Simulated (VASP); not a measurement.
Here is a VASP 6.6.1 calculation.

The input INCAR:

```
  ALGO = Normal
  EDIFF = 1E-6
  ENCUT = 600
  GGA = PE
  GGA_COMPAT = F
  ISIF = 2
  ISMEAR = -1
  LASPH = T
  LCHARG = T
  LELF = T
  LREAL = F
  LVHAR = T
  LWAVE = F
  NBANDS = 25
  NELM = 120
  PREC = Accurate
  SIGMA = 0.02
```

File KPOINTS:

```
k-points
0
Gamma
  8 8 6
```

Contents of POSCAR:

```
CdSiN2
1.0
    3.0629606225      0.0000000000      0.0000000000
    0.0000000000      3.0629606225      0.0000000000
    0.0000000000      0.0000000000      5.1381725337
Cd N Si
1 2 1
Direct
    0.0000000000      0.0000000000      0.0000000000
    0.0000000000      0.5000000000      0.3198118653
    0.5000000000      0.0000000000      0.6801881347
    0.5000000000      0.5000000000      0.5000000000
```

Potentials or basis: VASP PAW PBE potentials, release 64 (Cd_sv_GW, N, Si).

Run with:

```sh
$ cat potpaw_PBE.64/Cd_sv_GW/POTCAR potpaw_PBE.64/N/POTCAR potpaw_PBE.64/Si/POTCAR > POTCAR
$ mpirun -np 1 vasp_std > vasp.out
```

Question: What does it give for the pressure?

Answer: -0.5 GPa.

Question: Estimate the band gap on the k mesh.

Answer: 1.03 eV, indirect (least direct gap 1.07 eV).

Question: Estimate the largest force.

Answer: 0.014 eV/Å.

Forces on the atoms (eV/Å):
```
Cd   0.000  0.000  0.000
N    0.000  0.000  0.014
N    0.000  0.000 -0.014
Si   0.000  0.000  0.000
```

A k mesh can miss the band edges. A hybrid or GW would open this gap; PBE tends to underestimate it.
